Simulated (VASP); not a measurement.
# HgTe (Cmcm) in VASP: a series of runs, part 3 of 3

VASP 6.6.1.

### 4 Single point, PBEsol+D3(BJ)

This run uses another cell than the first one, of 29.48 Å³/atom.

INCAR

```
ALGO = Normal ; EDIFF = 1E-6
ENCUT = 520 ; GGA = PS
ISIF = 2 ; ISMEAR = -1
IVDW = 12 ; LASPH = True
LCHARG = False ; LREAL = False
LWAVE = False ; NBANDS = 26
NELM = 100 ; PREC = Accurate
SIGMA = 0.05
```

KPOINTS

```
k-points
0
Gamma
  4 4 4
```

POSCAR

```
HgTe
1.0
    2.9724333814     -3.4436603190      0.0000000000
    2.9724333814      3.4436603190      0.0000000000
    0.0000000000      0.0000000000      5.7592420221
Hg Te
2 2
Direct
    0.3430500000      0.6569500000      0.7500000000
    0.6569500000      0.3430500000      0.2500000000
    0.7848090000      0.2151910000      0.7500000000
    0.2151910000      0.7848090000      0.2500000000
```

Potentials or basis: VASP PAW PBE potentials, release 64 (Hg, Te).

Run with:

```bash
$ cat potpaw_PBE.64/Hg/POTCAR potpaw_PBE.64/Te/POTCAR > POTCAR
$ mpirun -np 1 vasp_std > vasp.out
```

OUTCAR:

```text
EDIFF = 1E-6
   ENCUT = 520
   GGA = PS
   ISIF = 2
   ISMEAR = -1
   IVDW = 12
   LASPH = True
   LREAL = False
   NELM = 100
   PREC = Accurate
 IVDW          = 12

 ion  position               nearest neighbor table
   1  0.343  0.657  0.750-   3 3.00   3 3.00   4 3.01   4 3.01   3 3.04   2 3.60   2 3.60
   2  0.657  0.343  0.250-   4 3.00   4 3.00   3 3.01   3 3.01   4 3.04   1 3.60   1 3.60
   3  0.785  0.215  0.750-   1 3.00   1 3.00   2 3.01   2 3.01   1 3.04
   4  0.215  0.785  0.250-   2 3.00   2 3.00   1 3.01   1 3.01   2 3.04

  LATTYP: Found a base centered orthorhombic cell.
 ALAT       =     5.9448667628
 B/A-ratio  =     1.1585323797
 C/A-ratio  =     0.9687756264

  Lattice vectors:

 A1 = (   2.9724333814,  -3.4436603190,   0.0000000000)
 A2 = (   2.9724333814,   3.4436603190,   0.0000000000)
 A3 = (   0.0000000000,   0.0000000000,   5.7592420221)

Analysis of symmetry for initial positions (statically):
=====================================================================
 Subroutine PRICEL returns:
 Original cell was already a primitive cell.

 Routine SETGRP: Setting up the symmetry group for a
 base centered orthorhombic supercell.

 Subroutine GETGRP returns: Found  8 space group operations
 (whereof  4 operations were pure point group operations)
 out of a pool of  8 trial point group operations.

The static configuration has the point symmetry C_2h.
 The point group associated with its full space group is D_2h.

Analysis of symmetry for dynamics (positions and initial velocities):
=====================================================================
 Subroutine PRICEL returns:
 Original cell was already a primitive cell.

 Routine SETGRP: Setting up the symmetry group for a
 base centered orthorhombic supercell.

 Subroutine GETGRP returns: Found  8 space group operations
 (whereof  4 operations were pure point group operations)
 out of a pool of  8 trial point group operations.

The dynamic configuration has the point symmetry C_2h.
 The point group associated with its full space group is D_2h.

 Subroutine INISYM returns: Found  8 space group operations
 (whereof  4 operations are pure point group operations),
 and found     1 'primitive' translations

----------------------------------------------------------------------------------------

                                     Primitive cell

  volume of cell :     117.9038

  direct lattice vectors                    reciprocal lattice vectors
     2.972433381 -3.443660319  0.000000000     0.168212349 -0.145194344  0.000000000
     2.972433381  3.443660319  0.000000000     0.168212349  0.145194344  0.000000000
     0.000000000  0.000000000  5.759242022     0.000000000  0.000000000  0.173633960

  length of vectors
     4.549083050  4.549083050  5.759242022     0.222208892  0.222208892  0.173633960

  position of ions in fractional coordinates (direct lattice)
     0.343050000  0.656950000  0.750000000
     0.656950000  0.343050000  0.250000000
     0.784809000  0.215191000  0.750000000
     0.215191000  0.784809000  0.250000000

  ion indices of the primitive-cell ions
   primitive index   ion index
                 1           1
                 2           2
                 3           3
                 4           4

----------------------------------------------------------------------------------------

[... 26 lines left out ...]
  0.000000  0.000000  0.000000      1.000000
  0.250000  0.000000  0.000000      4.000000
  0.500000  0.000000  0.000000      2.000000
  0.250000  0.250000  0.000000      2.000000
  0.500000  0.250000  0.000000      4.000000
 -0.250000  0.250000  0.000000      2.000000
[... 13 lines left out ...]
 -0.250000  0.250000  0.500000      2.000000
  0.500000  0.500000  0.500000      1.000000
   k-points           NKPTS =     21   k-points in BZ     NKDIM =     21   number of bands    NBANDS=     26
   number of dos      NEDOS =    301   number of ions     NIONS =      4
   total plane-waves  NPLWV =  62208
   dimension x,y,z NGX =    36 NGY =   36 NGZ =   48
   dimension x,y,z NGXF=    72 NGYF=   72 NGZF=   96
   ions per type =               2   2
   NGX,Y,Z   is equivalent  to a cutoff of  13.16, 13.16, 13.86 a.u.
   NGXF,Y,Z  is equivalent  to a cutoff of  26.31, 26.31, 27.71 a.u.
 SYSTEM =  unknown system
   PREC   = accura    normal or accurate (medium, high low for compatibility)
   ISTART =      0    job   : 0-new  1-cont  2-samecut
   ICHARG =      2    charge: 1-file 2-atom 10-const
   ISPIN  =      1    spin polarized calculation?
   LNONCOLLINEAR =      F non collinear calculations
   LSORBIT =      F    spin-orbit coupling
   LASPH  =      T    aspherical Exc in radial PAW
   ENCUT  =  520.0 eV  38.22 Ry    6.18 a.u.   8.46  8.46 10.71*2*pi/ulx,y,z
   NELM   =    100;   NELMIN=  2; NELMDL= -5     # of ELM steps
   EDIFF  = 0.1E-05   stopping-criterion for ELM
   LREAL  =      F    real-space projection
   EDIFFG = 0.1E-04   stopping-criterion for IOM
   NSW    =      0    number of steps for IOM
   IBRION =     -1    ionic relax: 0-MD 1-quasi-New 2-CG
   NFREE  =      0    steps in history (QN), initial steepest desc. (CG)
   ISIF   =      2    stress and relaxation
   ISYM   =      2    0-nonsym 1-usesym 2-fastsym
   POTIM  = 0.5000    time-step for ionic-motion
   TEBEG  =    0.0;   TEEND  =   0.0 temperature during run
   PSTRESS=    0.0 pullay stress
   NELECT =      36.0000    total number of electrons
   NUPDOWN=      -1.0000    fix difference up-down
   EMIN   =  10.00;   EMAX   =-10.00  energy-range for DOS
   EFERMI =   0.00;   METHOD = LEGACY
   ISMEAR =    -1;   SIGMA  =   0.05  broadening in eV -4-tet -1-fermi 0-gaus
   EFERMI_NEDOS =   21; number of points for ismear=-14 and -15
   IALGO  =     38    algorithm
   IMIX   =      4    mixing-type and parameters
     AMIX     =   0.40;   BMIX     =  1.00
     AMIX_MAG =   1.60;   BMIX_MAG =  1.00
  volume/ion in A,a.u.               =      29.48       198.91
  Fermi-wavevector in a.u.,A,eV,Ry     =   1.102384  2.083205 16.534500  1.215251
  Thomas-Fermi vector in A             =   2.238826
   LORBIT       =      0    0 simple, 1 ext, 2 COOP (PROOUT), +10 PAW based schemes
   GGA     = PS    functional components
   LHFCALC =     F    Hartree Fock is set to
   AEXX    =    0.0000 exact exchange contribution
   IVDW    =    12    specifies the selected vdW correction
   LEPSILON=     F    determine dielectric tensor
   LRPA    =     F    only Hartree local field effects (RPA)
 non-spin polarized calculation
  energy-cutoff  :      520.00
  volume of cell :      117.90
 maximum number of plane-waves:      3195
 NGX is ok and might be reduce to    36
   NGX = 17   NGY = 17   NGZ = 21

 number of electron      36.0000003 magnetization

 Free energy of the ion-electron system (eV)
  ---------------------------------------------------
  ext. energy  EPLUGINS =         0.00000000
  ---------------------------------------------------
  free energy    TOTEN  =        -8.23214134 eV

  energy without entropy =       -8.21651204  energy(sigma->0) =       -8.22432669

 E-fermi :   3.9314     XC(G=0):  -9.8441

 val. band max:        3.8670996066   @ k =   0.2500   0.0000   0.2500
 cond. band min:       3.9581675635   @ k =   0.5000   0.2500   0.0000
 fundamental gap:      0.0910679569
 Fermi energy:         3.9313593123

 k-point     1 :       0.0000    0.0000    0.0000
  band No.  band energies     occupation
      1      -8.0403      2.00000
      2      -6.8802      2.00000
      3      -2.9506      2.00000
      4      -2.8538      2.00000
      5      -2.8226      2.00000
      6      -2.7733      2.00000
[... 598 lines left out ...]
     25      11.1305      0.00000
     26      11.1305      0.00000

------------------------ aborting loop because EDIFF is reached ----------------------------------------

 Edisp (eV)   -1.59941

 E8    (eV) :    -1.0851

  FORCE on cell =-STRESS in cart. coord.  units (eV):
  Direction    XX          YY          ZZ          XY          YZ          ZX
  --------------------------------------------------------------------------------------
  -------------------------------------------------------------------------------------
  Total      -3.34338    -2.79334    -3.75606     0.00000     0.00000     0.00000
  in kB     -45.43270   -37.95834   -51.04050     0.00000     0.00000     0.00000
  external pressure =      -44.81 kB  Pullay stress =        0.00 kB

 VOLUME and BASIS-vectors are now :
 -----------------------------------------------------------------------------
  energy-cutoff  :      520.00
  volume of cell :      117.90
      direct lattice vectors                 reciprocal lattice vectors
     2.972433381 -3.443660319  0.000000000     0.168212349 -0.145194344  0.000000000
     2.972433381  3.443660319  0.000000000     0.168212349  0.145194344  0.000000000
     0.000000000  0.000000000  5.759242022     0.000000000  0.000000000  0.173633960

 POSITION                                       TOTAL-FORCE (eV/Angst)
 -----------------------------------------------------------------------------------
      2.97243      1.08096      4.31943         0.000000     -0.003176      0.000000
      2.97243     -1.08096      1.43981         0.000000      0.003176      0.000000
      2.97243     -1.96157      4.31943         0.000000      0.089459      0.000000
      2.97243      1.96157      1.43981         0.000000     -0.089459     -0.000000
 -----------------------------------------------------------------------------------
    total drift:                                0.000000     -0.000000     -0.000000

  FREE ENERGIE OF THE ION-ELECTRON SYSTEM (eV)
  ---------------------------------------------------
  free  energy   TOTEN  =        -9.8315515937 eV

  energy  without entropy=       -9.8159222945  energy(sigma->0) =       -9.82373694
```

OSZICAR:

```text
N       E                     dE             d eps       ncg     rms          rms(c)
DAV:   1     0.229621896352E+03    0.22962E+03   -0.15822E+04  1092   0.122E+03
DAV:   2     0.269379897945E+01   -0.22693E+03   -0.21713E+03  1152   0.283E+02
DAV:   3    -0.855551684725E+01   -0.11249E+02   -0.11149E+02  1328   0.632E+01
DAV:   4    -0.867633428844E+01   -0.12082E+00   -0.12075E+00  1314   0.579E+00
DAV:   5    -0.867777744489E+01   -0.14432E-02   -0.14431E-02  1300   0.625E-01    0.998E+00
DAV:   6    -0.824400818071E+01    0.43377E+00   -0.10734E+00  1182   0.104E+01    0.783E+00
DAV:   7    -0.823668216986E+01    0.73260E-02   -0.23961E-01  1174   0.253E+00    0.281E+00
DAV:   8    -0.823263287882E+01    0.40493E-02   -0.26010E-02  1122   0.151E+00    0.557E-01
DAV:   9    -0.823215285367E+01    0.48003E-03   -0.35734E-03  1194   0.557E-01    0.762E-02
DAV:  10    -0.823213425605E+01    0.18598E-04   -0.24913E-04  1176   0.158E-01    0.419E-02
DAV:  11    -0.823215044388E+01   -0.16188E-04   -0.99070E-05  1186   0.776E-02    0.452E-02
DAV:  12    -0.823214106176E+01    0.93821E-05   -0.37976E-05  1138   0.584E-02    0.174E-02
DAV:  13    -0.823214134247E+01   -0.28071E-06   -0.41382E-06  1124   0.893E-03
   1 F= -.98315516E+01 E0= -.98237369E+01  d E =-.156293E-01
```

stdout:

```text
POSCAR found type information on POSCAR HgTe
 POSCAR found :  2 types and       4 ions
 scaLAPACK will be used
 -----------------------------------------------------------------------------
|                                                                             |
|                                                                             |
|     You enforced a specific xc type in the INCAR file but a different       |
|     I HOPE YOU KNOW WHAT YOU ARE DOING!                                     |
|                                                                             |
 -----------------------------------------------------------------------------

 LDA part: xc-table for (Slater+PW92), standard interpolation
 POSCAR, INCAR and KPOINTS ok, starting setup
 FFT: planning ... GRIDC
 FFT: planning ... GRID_SOFT
 FFT: planning ... GRID
 WAVECAR not read
 entering main loop
```

It took 68 s on 1 thread of Intel Xeon Platinum 8375C at 2.90GHz (Ice Lake), shared host; peak memory 0.26 GiB.

What came out:

* Free energy: -9.8316 eV
* Pressure: -4.5 GPa
* Largest force: 0.089 eV/Å
* Band gap on the k mesh: zero (bands 18 and 19 overlap by 2.15 eV)
* Dispersion energy per atom: -0.400 eV

Forces in eV/Å, atoms in the order of the input:
```
Hg   0.000 -0.003  0.000
Hg   0.000  0.003  0.000
Te   0.000  0.089  0.000
Te   0.000 -0.089  0.000
```

Stress tensor (GPa, compression positive):
```
-4.54  0.00  0.00
 0.00 -3.80  0.00
 0.00  0.00 -5.10
```

Caveat: three body term missing; the cell stands under tension; the PAW data sets were made with another functional, which shifts forces and pressure a little; spin-orbit coupling is left out, which moves the levels of the heavy elements.

### 5 Summary

```tsv
cell	gap on the mesh (eV)	pressure (GPa)	largest force (eV/Å)
a = 4.486, b = 4.486, c = 5.680 Å, angles 90.0, 90.0, 98.4°, 4 atoms	none	-2.7	0.04
a = 4.518, b = 4.518, c = 5.720 Å, angles 90.0, 90.0, 98.4°, 4 atoms	none	-3.6	0.03
a = 4.549, b = 4.549, c = 5.759 Å, angles 90.0, 90.0, 98.4°, 4 atoms	none	-4.5	0.09
```

Alike in all rows: task single point; level PBEsol+D3(BJ); potentials or basis VASP PAW PBE potentials, release 64 (Hg, Te); no spin polarisation; k mesh 4 × 4 × 4; cutoff (eV) 520; smearing fermi-dirac 0.05 eV.

Caveats: three body term missing; the PAW data sets were made with another functional, which shifts forces and pressure a little; spin-orbit coupling is left out, which moves the levels of the heavy elements; the cell stands under tension (at least some runs).

Absolute energies hang on the potentials; compare differences alone.
